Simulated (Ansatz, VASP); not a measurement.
## Two plane-wave programs on TiZn3

```
Ti Zn
1.0
     3.93220    0.00000    0.00000
     0.00000    3.93220    0.00000
     0.00000    0.00000    3.93220
Ti Zn
1 3
Cartesian
  0.0000 0.0000 0.0000
  0.0000 1.9661 1.9661
  1.9661 0.0000 1.9661
  1.9661 1.9661 0.0000
```

Alike in both runs: task electric field gradients; functional LDA; k mesh 9 × 9 × 9; occupations fermi-dirac, width 0.05 eV; no spin polarisation.

|  | VASP | Ansatz |
| --- | --- | --- |
| version | VASP 6.6.1 | Ansatz 0.2.0 |
| potentials or method | VASP PAW LDA potentials, release 64 (Ti_sv, Zn) | PAW with Ansatz's default frozen-core files, scalar-relativistic |
| plane-wave cutoff (eV) | 520 | 420 |
| valence electrons in the cell | 48 | 48 |

VASP gave:

* pressure (GPa): -9.4
* size of Vzz on the site where it differs most (V/Å²): 40.0

Task: Which values does Ansatz return?

Result: Pressure (GPa): -9.9; size of Vzz on the site where it differs most (V/Å²): 40.4.

LDA's correlation is that of Perdew and Zunger in VASP and of Perdew and Wang (1992) in Ansatz.
